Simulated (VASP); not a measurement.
TiAl16N16 (a cell with a defect): single point with PBE

The system is TiAl16N16 (a cell with a defect).

```
Al N Ti
1.0
     6.25951    0.00000    0.00000
    -3.12976    5.42090    0.00000
     0.00000    0.00000   10.03481
Al N Ti
16 16 1
Direct
  0.33699 0.15903 0.24250
  0.19468 0.31195 0.53359
  0.32672 0.13280 0.75764
  0.18347 0.32473 0.97089
  0.34127 0.65744 0.23143
  0.17300 0.82404 0.49829
  0.33802 0.65807 0.75182
  0.16713 0.81906 0.00009
  0.96525 0.40371 0.37542
  0.63958 0.31148 0.53117
  0.83340 0.14942 0.73128
  0.65671 0.32660 0.97370
  0.83327 0.65739 0.23519
  0.66856 0.81491 0.50140
  0.83811 0.65720 0.75095
  0.66526 0.81400 0.98466
  0.33642 0.15219 0.44485
  0.19765 0.33501 0.16603
  0.32655 0.13585 0.93879
  0.18101 0.32012 0.71961
  0.31294 0.62394 0.43330
  0.16968 0.82294 0.19540
  0.33759 0.66272 0.93916
  0.16580 0.81216 0.68421
  0.84800 0.17217 0.51781
  0.65272 0.33644 0.16715
  0.83484 0.15608 0.95089
  0.65765 0.32039 0.71644
  0.83323 0.62464 0.43397
  0.67142 0.82520 0.18462
  0.84125 0.66286 0.93801
  0.66220 0.80627 0.69061
  0.84325 0.17231 0.16596
```

```json
{
 "Program": "VASP 6.6.1",
 "Task": "single point",
 "Functional": "PBE",
 "Potentials or basis": "VASP PAW PBE potentials, release 64 (Al, N, Ti_sv)",
 "Cutoff": "520 eV",
 "k mesh": "1 × 1 × 1",
 "Occupations": "fermi-dirac, width 0.01 eV",
 "Spin": "no spin polarisation",
 "Dipole correction": "no",
 "Charge": "2",
 "Further INCAR settings": "LREAL = Auto; ALGO = Normal; EDIFF = 1e-06; NBANDS = 92; NELECT = 138.0"
}
```

The largest force is 0.208 eV/Å.

Forces in eV/Å, atoms in the order of the input:
```
Al   0.031  0.002  0.005
Al  -0.035 -0.004 -0.026
Al  -0.020  0.014 -0.010
Al  -0.002 -0.003  0.105
Al   0.034  0.035  0.022
Al  -0.016 -0.008  0.014
Al   0.005 -0.017  0.001
Al   0.013  0.004 -0.008
Al  -0.040  0.119 -0.021
Al   0.004 -0.005 -0.014
Al   0.005  0.000  0.041
Al   0.030 -0.031 -0.006
Al   0.008 -0.006 -0.150
Al  -0.036  0.000 -0.020
Al  -0.014 -0.007 -0.007
Al   0.005  0.025 -0.016
N   -0.012 -0.007 -0.003
N    0.035  0.020  0.017
N   -0.008  0.006  0.021
N    0.003 -0.001 -0.050
N   -0.039 -0.004  0.001
N   -0.005 -0.012  0.002
N    0.004 -0.012  0.011
N   -0.013  0.006  0.029
N   -0.018 -0.001 -0.073
N    0.001  0.009  0.017
N    0.015  0.001 -0.081
N   -0.005 -0.006  0.002
N   -0.008  0.000 -0.003
N    0.024 -0.032 -0.026
N    0.009 -0.015  0.031
N   -0.005  0.001  0.006
Ti   0.051 -0.071  0.189
```

Levels at points of the mesh, in eV from the Fermi level:
```tsv
k point	band 67	band 68	band 69	band 70	band 71	band 72
(0.00, 0.00, 0.00)	-2.55	-2.15	-0.31	1.23	1.58	1.63
```

It took 110 s on 1 thread of Intel(R) Xeon(R) Platinum 8259CL CPU @ 2.50GHz (Skylake/Cascade Lake), on a shared host, peak memory 0.41 GiB.

Caveat: the k points lie up to 1.16 Å⁻¹ apart, too coarse for converged energies, forces and pressures; the cell carries a net charge on a neutralising background, which shifts energy and pressure; the cell is charged against a uniform background, so pressure and absolute levels hang on convention.
